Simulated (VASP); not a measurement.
Set up this calculation in VASP 6.6.1, as the native input.

```yaml
Task: single point
Functional: PBE
Potentials_or_basis: VASP PAW PBE potentials, release 64 (Zr_sv, O)
Cutoff: 600 eV
k_mesh: 8 × 8 × 8
Occupations: fermi-dirac, width 0.02 eV
Spin: no spin polarisation
Dipole_correction: no
Further_INCAR_settings: ALGO = Normal; EDIFF = 1e-06; NBANDS = 19
```

The structure of ZrO2 lies in POSCAR:

```
ZrO2
1.0
    0.0000000000      2.5447135874      2.5447135874
    2.5447135874      0.0000000000      2.5447135874
    2.5447135874      2.5447135874      0.0000000000
Zr O
1 2
Direct
    0.0000000000      0.0000000000      0.0000000000
    0.2500000000      0.2500000000      0.2500000000
    0.7500000000      0.7500000000      0.7500000000
```

One way to write it, as run:

INCAR

```
ALGO = Normal
EDIFF = 1E-6
ENCUT = 600
GGA = PE
GGA_COMPAT = F
ISIF = 2
ISMEAR = -1
LASPH = T
LCHARG = T
LELF = T
LREAL = F
LVHAR = T
LWAVE = F
NBANDS = 19
NELM = 120
PREC = Accurate
SIGMA = 0.02
```

KPOINTS

```
k-points
0
Gamma
  8 8 8
```

Potentials or basis: VASP PAW PBE potentials, release 64 (Zr_sv, O).

Launch:

```bash
$ cat potpaw_PBE.64/Zr_sv/POTCAR potpaw_PBE.64/O/POTCAR > POTCAR
$ mpirun -np 1 vasp_std > vasp.out
```

It gave:

| Item | Value |
| --- | --- |
| Pressure | 3.9 GPa |
| Band gap on the k mesh | 3.36 eV (least direct gap 3.80 eV) |

Caveat: the cell stands under pressure.

Run time: 48 s on 1 thread of Intel Xeon 8259CL, on a shared host, peak memory 0.18 GiB.
